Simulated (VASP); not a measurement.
# As (P6/mmm) in VASP: further runs

Runs on As. Level: PBE. Tasks: single point.

All numbers are computed with VASP 6.6.1; they aren't measurements. Logs are shortened: lines on timing, memory, paths and dates and some standing lists are left out, and cuts for length are marked.

## (1) The cell of the first run

The structure is hexagonal, space group P6/mmm (No. 191). The conventional cell has a = 4.566 Å, b = 4.566 Å, c = 2.777 Å, α = 90.00°, β = 90.00°, γ = 120.00°. Within 3.5 Å of As (site symmetry -6m2) lie 5 As at 2.64 to 2.78 Å.

## (2) Single point, PBE

Contents of INCAR:

```
PREC = Accurate ; ENCUT = 520
EDIFF = 1E-7 ; ISMEAR = -1
SIGMA = 0.05 ; LREAL = False
LASPH = True ; NELM = 100
ALGO = Normal ; ISIF = 2
LWAVE = False ; LCHARG = True
GGA = PE ; LELF = True
LVHAR = True ; NBANDS = 12
```

Contents of KPOINTS:

```
Automatic mesh
0
Gamma
  6 6 8
```

Contents of POSCAR:

```
As
1.0
    4.5664000000      0.0000000000      0.0000000000
   -2.2832000000      3.9546200000      0.0000000000
    0.0000000000      0.0000000000      2.7770652000
As
2
Direct
    0.3333300000      0.6666700000      0.0000000000
    0.6666700000      0.3333300000      0.0000000000
```

Potentials or basis: VASP PAW PBE potentials, release 64 (As).

Launch:

```console
$ cat potpaw_PBE.64/As/POTCAR > POTCAR
$ mpirun -np 1 vasp_std > vasp.out
```

OUTCAR:

```text
PREC = Accurate
   ENCUT = 520
   EDIFF = 1E-7
   ISMEAR = -1
   LREAL = False
   LASPH = True
   NELM = 100
   ISIF = 2
   GGA = PE

 ion  position               nearest neighbor table
   1  0.333  0.667  0.000-   2 2.64   2 2.64   2 2.64
   2  0.667  0.333  0.000-   1 2.64   1 2.64   1 2.64

  LATTYP: Found a hexagonal cell.
 ALAT       =     4.5664000000
 C/A-ratio  =     0.6081519797

  Lattice vectors:

 A1 = (   4.5664000000,   0.0000000000,   0.0000000000)
 A2 = (  -2.2832000000,   3.9546200000,   0.0000000000)
 A3 = (   0.0000000000,   0.0000000000,   2.7770652000)

Analysis of symmetry for initial positions (statically):
=====================================================================
 Subroutine PRICEL returns:
 Original cell was already a primitive cell.

 Routine SETGRP: Setting up the symmetry group for a
 hexagonal supercell.

 Subroutine GETGRP returns: Found  8 space group operations
 (whereof  8 operations were pure point group operations)
 out of a pool of 24 trial point group operations.

The static configuration has the point symmetry D_2h.

Analysis of symmetry for dynamics (positions and initial velocities):
=====================================================================
 Subroutine PRICEL returns:
 Original cell was already a primitive cell.

 Routine SETGRP: Setting up the symmetry group for a
 hexagonal supercell.

 Subroutine GETGRP returns: Found  8 space group operations
 (whereof  8 operations were pure point group operations)
 out of a pool of 24 trial point group operations.

The dynamic configuration has the point symmetry D_2h.

 Subroutine INISYM returns: Found  8 space group operations
 (whereof  8 operations are pure point group operations),
 and found     1 'primitive' translations

----------------------------------------------------------------------------------------

                                     Primitive cell

  volume of cell :      50.1493

  direct lattice vectors                    reciprocal lattice vectors
     4.566400000  0.000000000  0.000000000     0.218990890  0.126434398  0.000000000
    -2.283200000  3.954620000  0.000000000     0.000000000  0.252868796  0.000000000
     0.000000000  0.000000000  2.777065200     0.000000000  0.000000000  0.360092374

  length of vectors
     4.566400000  4.566401382  2.777065200     0.252868873  0.252868796  0.360092374

  position of ions in fractional coordinates (direct lattice)
     0.333330000  0.666670000  0.000000000
[... 83 lines left out ...]
   NFREE  =      0    steps in history (QN), initial steepest desc. (CG)
   ISIF   =      2    stress and relaxation
   ISYM   =      2    0-nonsym 1-usesym 2-fastsym
   POTIM  = 0.5000    time-step for ionic-motion
   TEBEG  =    0.0;   TEEND  =   0.0 temperature during run
   PSTRESS=    0.0 pullay stress
   NELECT =      10.0000    total number of electrons
   NUPDOWN=      -1.0000    fix difference up-down
   EMIN   =  10.00;   EMAX   =-10.00  energy-range for DOS
   EFERMI =   0.00;   METHOD = LEGACY
   ISMEAR =    -1;   SIGMA  =   0.05  broadening in eV -4-tet -1-fermi 0-gaus
   EFERMI_NEDOS =   21; number of points for ismear=-14 and -15
   IALGO  =     38    algorithm
   IMIX   =      4    mixing-type and parameters
     AMIX     =   0.40;   BMIX     =  1.00
     AMIX_MAG =   1.60;   BMIX_MAG =  1.00
  volume/ion in A,a.u.               =      25.07       169.21
  Fermi-wavevector in a.u.,A,eV,Ry     =   0.956430  1.807391 12.446045  0.914759
  Thomas-Fermi vector in A             =   2.085357
   LORBIT       =      0    0 simple, 1 ext, 2 COOP (PROOUT), +10 PAW based schemes
   GGA     = PE    functional components
   LHFCALC =     F    Hartree Fock is set to
   AEXX    =    0.0000 exact exchange contribution
   IVDW    =     0    specifies the selected vdW correction
   LEPSILON=     F    determine dielectric tensor
   LRPA    =     F    only Hartree local field effects (RPA)
 non-spin polarized calculation
  energy-cutoff  :      520.00
  volume of cell :       50.15
 maximum number of plane-waves:      1402
 NGX is ok and might be reduce to    36
   NGX = 17   NGY = 17   NGZ = 11

 number of electron      10.0000000 magnetization

 number of electron       9.9999999 magnetization

 Free energy of the ion-electron system (eV)
  ---------------------------------------------------
  ext. energy  EPLUGINS =         0.00000000
  ---------------------------------------------------
  free energy    TOTEN  =        -8.95071977 eV

  energy without entropy =       -8.94574630  energy(sigma->0) =       -8.94823303

 E-fermi :   4.0521     XC(G=0):  -9.1010

 val. band max:        3.9858140808   @ k =   0.0000   0.0000   0.0000
 cond. band min:       4.2173660910   @ k =  -0.1667   0.1667   0.1250
 fundamental gap:      0.2315520102
 Fermi energy:         4.0521431647

 k-point     1 :       0.0000    0.0000    0.0000
  band No.  band energies     occupation
      1     -10.3295      2.00000
      2      -4.7689      2.00000
      3      -0.3254      2.00000
      4      -0.3250      2.00000
      5       3.9854      1.58349
      6       3.9858      1.58055
      7       7.7340      0.00000
      8       8.5830      0.00000
      9      11.5950      0.00000
     10      12.8132      0.00000
     11      18.1766      0.00000
     12      18.1768      0.00000
[... 331 lines left out ...]
 k-point    24 :      -0.1667    0.5000    0.1250
  band No.  band energies     occupation
      1      -8.8392      2.00000
      2      -7.3010      2.00000
      3      -1.3967      2.00000
      4       2.0711      2.00000
      5       4.9601      0.00000
      6       6.3829      0.00000
      7       7.6547      0.00000
      8       8.3243      0.00000
      9       9.4845      0.00000
     10      13.9180      0.00000
     11      14.9665      0.00000
     12      15.5468      0.00000

 [... further k-points ...]
[... 5 lines left out ...]
  --------------------------------------------------------------------------------------
  -------------------------------------------------------------------------------------
  Total        0.3360342      0.3361522      0.0635353      0.0001020      0.0000000      0.0000000
  in kB       10.7356734     10.7394431      2.0298348      0.0032571      0.0000000      0.0000000
  external PRESSURE =       7.8349838 kB  Pullay stress =       0.0000000 kB

 VOLUME and BASIS-vectors are now :
 -----------------------------------------------------------------------------
  energy-cutoff  :      520.00
  volume of cell :       50.15
      direct lattice vectors                 reciprocal lattice vectors
     4.566400000  0.000000000  0.000000000     0.218990890  0.126434398  0.000000000
    -2.283200000  3.954620000  0.000000000     0.000000000  0.252868796  0.000000000
     0.000000000  0.000000000  2.777065200     0.000000000  0.000000000  0.360092374

 POSITION                                       TOTAL-FORCE (eV/Angst)
 -----------------------------------------------------------------------------------
     -0.00002      2.63643      0.00000         0.000077     -0.000045      0.000000
      2.28322      1.31819      0.00000        -0.000077      0.000045     -0.000000
 -----------------------------------------------------------------------------------
    total drift:                                0.000000      0.000000      0.000000

  FREE ENERGIE OF THE ION-ELECTRON SYSTEM (eV)
  ---------------------------------------------------
  free  energy   TOTEN  =        -8.9507197720 eV

  energy  without entropy=       -8.9457462951  energy(sigma->0) =       -8.94823303
```

Wall time 87 s (1 thread of AMD EPYC 7R13, shared host); peak memory 0.16 GiB.

What came out:

```yaml
Free_energy: -8.9507 eV
Pressure: 0.8 GPa
Band_gap_on_the_k_mesh: zero (band 5 reaches 6.19 eV, above the bottom of band 6 at 2.14 eV)
```

Stress tensor (GPa, compression positive):
```
1.07 0.00 0.00
0.00 1.07 0.00
0.00 0.00 0.20
```

## (3) Single point, PBE

This run uses another cell than the first one, of 25.33 Å³/atom, 1.010 times its volume.

Contents of INCAR:

```
ALGO = Normal
EDIFF = 1E-7
ENCUT = 520
GGA = PE
ISIF = 2
ISMEAR = -1
LASPH = T
LCHARG = F
LREAL = F
LWAVE = F
NBANDS = 12
NELM = 100
PREC = Accurate
SIGMA = 0.05
```

Contents of KPOINTS:

```
k-points
0
Gamma
  6 6 8
```

Edit POSCAR of step 2 so:

```diff
@@ -4,3 +4,3 @@
    -2.2832000000      3.9546200000      0.0000000000
-    0.0000000000      0.0000000000      2.7770652000
+    0.0000000000      0.0000000000      2.8054026000
 As
```

Potentials or basis: VASP PAW PBE potentials, release 64 (As).

Launch:

```console
$ cat potpaw_PBE.64/As/POTCAR > POTCAR
$ mpirun -np 1 vasp_std > vasp.out
```

Run time: 1.8 min. Hardware: 1 thread of AMD EPYC 7R13, shared host; peak memory 0.16 GiB.

Results (log left out):

- Free energy: -8.9482 eV
- Pressure: 0.2 GPa
- Band gap on the k mesh: zero (band 5 reaches 6.17 eV, above the bottom of band 6 at 2.18 eV)

Stress tensor (GPa, compression positive):
```
 1.23  0.00  0.00
 0.00  1.23  0.00
 0.00  0.00 -1.73
```

Levels at points of the mesh, in eV from the Fermi level:
```tsv
k point	band 2	band 3	band 4	band 5	band 6	band 7	band 8	band 9
(0.00, 0.00, 0.00)	-8.77	-4.36	-4.35	-0.05	-0.05	3.39	4.54	7.26
(0.50, 0.00, 0.00)	-11.62	-5.23	-3.27	2.17	3.42	4.41	5.51	5.59
(0.50, 0.50, 0.00)	-11.62	-5.23	-3.27	2.17	3.42	4.41	5.51	5.59
(0.00, 0.00, 0.50)	-6.32	-5.81	-2.28	-2.28	-1.83	2.36	2.36	5.61
(0.50, 0.00, 0.50)	-8.94	-5.16	-3.87	-3.07	-0.62	4.43	4.45	4.66
(0.50, 0.50, 0.50)	-8.94	-5.16	-3.87	-3.07	-0.62	4.43	4.45	4.66
```

## (4) Single point, PBE

This run uses another cell than the first one, of 25.59 Å³/atom, 1.020 times its volume.

Contents of INCAR:

```
  PREC = Accurate
  ENCUT = 520
  EDIFF = 1E-6
  ISMEAR = -1
  SIGMA = 0.05
  LREAL = F
  LASPH = T
  NELM = 100
  ALGO = Normal
  ISIF = 2
  LWAVE = F
  LCHARG = T
  GGA = PE
  LELF = T
  LVHAR = T
  NBANDS = 12
```

Contents of KPOINTS:

```
Automatic mesh
0
Gamma
  6 6 8
```

Edit POSCAR of step 3 so:

```diff
@@ -4,3 +4,3 @@
    -2.2832000000      3.9546200000      0.0000000000
-    0.0000000000      0.0000000000      2.8054026000
+    0.0000000000      0.0000000000      2.8337400000
 As
```

Potentials or basis: VASP PAW PBE potentials, release 64 (As).

Launch:

```console
$ cat potpaw_PBE.64/As/POTCAR > POTCAR
$ mpirun -np 1 vasp_std > vasp.out
```

OUTCAR:

```text
PREC = Accurate
   ENCUT = 520
   EDIFF = 1E-6
   ISMEAR = -1
   LREAL = F
   LASPH = T
   NELM = 100
   ISIF = 2
   GGA = PE

 ion  position               nearest neighbor table
   1  0.333  0.667  0.000-   2 2.64   2 2.64   2 2.64
   2  0.667  0.333  0.000-   1 2.64   1 2.64   1 2.64

  LATTYP: Found a hexagonal cell.
 ALAT       =     4.5664000000
 C/A-ratio  =     0.6205632446

  Lattice vectors:

 A1 = (   4.5664000000,   0.0000000000,   0.0000000000)
[... 538 lines left out ...]
      6       5.9031      0.00000
      7       7.1807      0.00000
      8       8.2402      0.00000
      9       9.3726      0.00000
     10      13.8067      0.00000
     11      14.5316      0.00000
     12      15.3925      0.00000

 [... further k-points ...]
[... 5 lines left out ...]
  --------------------------------------------------------------------------------------
  -------------------------------------------------------------------------------------
  Total        0.4119556      0.4119854     -0.9871401      0.0000255      0.0000000      0.0000000
  in kB       12.8979966     12.8989289    -30.9065601      0.0007984      0.0000000      0.0000000
  external PRESSURE =      -1.7032115 kB  Pullay stress =       0.0000000 kB

 VOLUME and BASIS-vectors are now :
 -----------------------------------------------------------------------------
  energy-cutoff  :      520.00
  volume of cell :       51.17
      direct lattice vectors                 reciprocal lattice vectors
     4.566400000  0.000000000  0.000000000     0.218990890  0.126434398  0.000000000
    -2.283200000  3.954620000  0.000000000     0.000000000  0.252868796  0.000000000
     0.000000000  0.000000000  2.833740000     0.000000000  0.000000000  0.352890526

 POSITION                                       TOTAL-FORCE (eV/Angst)
 -----------------------------------------------------------------------------------
     -0.00002      2.63643      0.00000        -0.000002      0.000001      0.000000
      2.28322      1.31819      0.00000         0.000002     -0.000001      0.000000
 -----------------------------------------------------------------------------------
    total drift:                                0.000000      0.000000      0.000000

  FREE ENERGIE OF THE ION-ELECTRON SYSTEM (eV)
  ---------------------------------------------------
  free  energy   TOTEN  =        -8.9402919980 eV

  energy  without entropy=       -8.9321891839  energy(sigma->0) =       -8.93624059
```

stdout:

```text
POSCAR found type information on POSCAR As
 POSCAR found :  1 types and       2 ions
 scaLAPACK will be used
 LDA part: xc-table for (Slater+PW92), standard interpolation
 POSCAR, INCAR and KPOINTS ok, starting setup
 FFT: planning ... GRIDC
 FFT: planning ... GRID_SOFT
 FFT: planning ... GRID
 WAVECAR not read
 entering main loop
```

Wall time 89 s (1 thread of AMD EPYC 7R13, shared host); peak memory 0.16 GiB.

Results:

```yaml
Free_energy: -8.9403 eV
Pressure: -0.2 GPa
Band_gap_on_the_k_mesh: zero (band 5 reaches 6.16 eV, above the bottom of band 6 at 2.22 eV)
```

Levels at points of the mesh, in eV from the Fermi level:
```tsv
k point	band 3	band 4	band 5	band 6	band 7	band 8
(0.00, 0.00, 0.00)	-4.32	-4.32	-0.01	-0.01	3.13	4.56
(0.50, 0.00, 0.00)	-5.19	-3.23	2.22	3.46	4.16	5.34
(0.50, 0.50, 0.00)	-5.19	-3.23	2.22	3.46	4.16	5.34
(0.00, 0.00, 0.50)	-5.89	-2.34	-2.34	-1.72	2.30	2.30
(0.50, 0.00, 0.50)	-5.08	-3.78	-3.13	-0.70	4.36	4.46
(0.50, 0.50, 0.50)	-5.08	-3.78	-3.13	-0.70	4.36	4.46
```

## (5) The runs side by side

```tsv
cell	gap on the mesh (eV)	pressure (GPa)
a = 4.566, b = 4.566, c = 2.777 Å, angles 90.0, 90.0, 120.0°, 2 atoms	none	0.8
a = 4.566, b = 4.566, c = 2.805 Å, angles 90.0, 90.0, 120.0°, 2 atoms	none	0.2
a = 4.566, b = 4.566, c = 2.834 Å, angles 90.0, 90.0, 120.0°, 2 atoms	none	-0.2
```

Alike in all rows: task single point; level PBE; potentials or basis VASP PAW PBE potentials, release 64 (As); no spin polarisation; k mesh 6 × 6 × 8; cutoff (eV) 520; smearing fermi-dirac 0.05 eV.

Total energies depend on the potentials used, so only differences within one code and one set of settings carry meaning.
